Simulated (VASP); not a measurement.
HfN2:

```xyz
3
Lattice="0.0000 2.5447 2.5447 2.5447 0.0000 2.5447 2.5447 2.5447 0.0000" Properties=species:S:1:pos:R:3 pbc="T T T"
Hf    0.0000    0.0000    0.0000
N     1.2724    1.2724    1.2724
N     3.8171    3.8171    3.8171
```

| Property | Result |
| --- | --- |
| Program | VASP 6.6.1 |
| Task | relaxation of cell and atoms |
| Functional | PBE |
| Potentials or basis | VASP PAW PBE potentials, release 64 (Hf_pv, N) |
| Cutoff | 600 eV |
| k mesh | 6 × 6 × 6 |
| Occupations | gaussian, width 0.1 eV |
| Spin | no spin polarisation |

At the start: pressure 12.2 GPa; volume 10.99 Å³/atom.

Problem. Where does the relaxation end?

Solution. Over 3 steps the energy falls by 20.9 meV/atom and the volume is 11.57 Å³/atom (+5.3 %); space group Fm-3m (No. 225, to 0.1 Å) before and after.

Step by step:
| step | energy change (eV) | largest force (eV/Å) | pressure (GPa) | volume (Å³) |
| --- | --- | --- | --- | --- |
| 1 | 0.0000 | 0.0000 | 12.19 | 32.96 |
| 2 | 0.0385 | 0.0000 | -12.64 | 37.11 |
| 3 | -0.0628 | 0.0000 | -0.16 | 34.71 |

Final structure:
```
Hf N
1.0
     0.00000    2.58907    2.58907
     2.58907    0.00000    2.58907
     2.58907    2.58907    0.00000
Hf N
1 2
Direct
  0.00000 0.00000 0.00000
  0.25000 0.25000 0.25000
  0.75000 0.75000 0.75000
```
